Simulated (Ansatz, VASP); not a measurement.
## Two plane-wave programs on Be2TlSi2

The input INCAR:

```
PREC = Accurate
ENCUT = 600
EDIFF = 1E-7
ISMEAR = 0
SIGMA = 0.1
LREAL = False
LASPH = True
NELM = 80
ALGO = Fast
ISIF = 3
LWAVE = False
LCHARG = False
GGA = PE
IBRION = 2
NSW = 90
EDIFFG = -0.04
```

File KPOINTS:

```
Automatic mesh
0
Gamma
  6 6 6
```

File POSCAR:

```
Be2TlSi2
1.0
   -1.9048773718      1.9048773718      4.9979455794
    1.9048773718     -1.9048773718      4.9979455794
    1.9048773718      1.9048773718     -4.9979455794
Be Tl Si
2 1 2
Direct
    0.2500000000      0.7500000000      0.5000000000
    0.7500000000      0.2500000000      0.5000000000
    0.0000000000      0.0000000000      0.0000000000
    0.6260000000      0.6260000000      0.0000000000
    0.3740000000      0.3740000000      0.0000000000
```

Input for Ansatz:

```yaml
crystal:
  lattice:
    - [-1.9048773718, 1.9048773718, 4.9979455794]
    - [1.9048773718, -1.9048773718, 4.9979455794]
    - [1.9048773718, 1.9048773718, -4.9979455794]
  atoms:
    - { symbol: Be, position: [0.25, 0.75, 0.5] }
    - { symbol: Be, position: [0.75, 0.25, 0.5] }
    - { symbol: Tl, position: [0.0, 0.0, 0.0] }
    - { symbol: Si, position: [0.626, 0.626, 0.0] }
    - { symbol: Si, position: [0.374, 0.374, 0.0] }
basis:
  ecutwfc: 420
kpoints:
  mp_grid: { grid: [6, 6, 6] }
hamiltonian:
  xc: pbe
scf:
  occupations: { method: gaussian, width: 0.1 }
  lower_state_search: "off"
output:
  forces: true
  stress: true
  eigenvalues: true
relax:
  adjacent_minimum: "off"
  f_tol: 0.04
  max_steps: 70
  cell: { stress_tol: 0.4 }
```

Alike in both runs: task relaxation of cell and atoms; functional PBE; k mesh 6 × 6 × 6; occupations gaussian, width 0.1 eV; no spin polarisation.

|  | VASP | Ansatz |
| --- | --- | --- |
| version | VASP 6.6.1 | Ansatz 0.2.0 |
| potentials or method | VASP PAW PBE potentials, release 64 (Be, Tl_d, Si), cutoff 600 eV | scalar-relativistic, plane waves, PAW |
| valence electrons in the cell | 25 | 25 |

|  | VASP | Ansatz | Ansatz less VASP |
| --- | --- | --- | --- |
| gap on the k mesh at the Fermi level, each at its own relaxed structure (eV) | none | none | - |
| relaxed volume (Å³/atom) | 16.05 | 16.08 | +0.025 |
| relaxed cell length with the largest relative difference (Å) | 5.710 | 5.707 | -0.0024 |

A gap of «none» marks a metal or a gap that the smearing closes.

The k mesh is coarse, so the values compare programs but aren't converged. Spin-orbit coupling is off throughout.
